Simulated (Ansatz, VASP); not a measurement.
# Two plane-wave programs on HgH3

```
Hg H
1.0
     0.00000    3.46586    3.46586
     3.46586    0.00000    3.46586
     3.46586    3.46586    0.00000
Hg H
2 6
Direct
  0.25000 0.25000 0.25000
  0.75000 0.75000 0.75000
  0.13608 0.86392 0.86392
  0.86392 0.13608 0.13608
  0.86392 0.13608 0.86392
  0.13608 0.86392 0.13608
  0.86392 0.86392 0.13608
  0.13608 0.13608 0.86392
```

Alike in both runs: functional PBE; k mesh 10 × 10 × 10; occupations gaussian, width 0.1 eV; no spin polarisation.

Ansatz relaxed the structure, and its values are those at the end. VASP's run is a single point on that final structure, the one shown.

|  | VASP | Ansatz |
| --- | --- | --- |
| version | VASP 6.6.1 | Ansatz 0.2.0 |
| potentials or method | VASP PAW PBE potentials, release 64 (Hg, H), cutoff 520 eV | scalar-relativistic, plane waves, PAW |
| valence electrons in the cell | 30 | 46 |

|  | VASP | Ansatz | Ansatz less VASP |
| --- | --- | --- | --- |
| gap on the k mesh at the Fermi level (eV) | none | none | - |
| pressure (GPa) | 0.0 | 0.0 | -0.01 |
| rms of the force components (eV/Å) | 0.006 | 0.000 | -0.0053 |

A gap of «none» marks a metal or a gap that the smearing closes. The functional is the same, so the differences come from potentials, cutoffs and numerics. VASP's potentials hold 30 valence electrons a cell and Ansatz's 46, so a difference there can come from the potentials and not from the codes.

Neither program's run includes spin-orbit coupling.
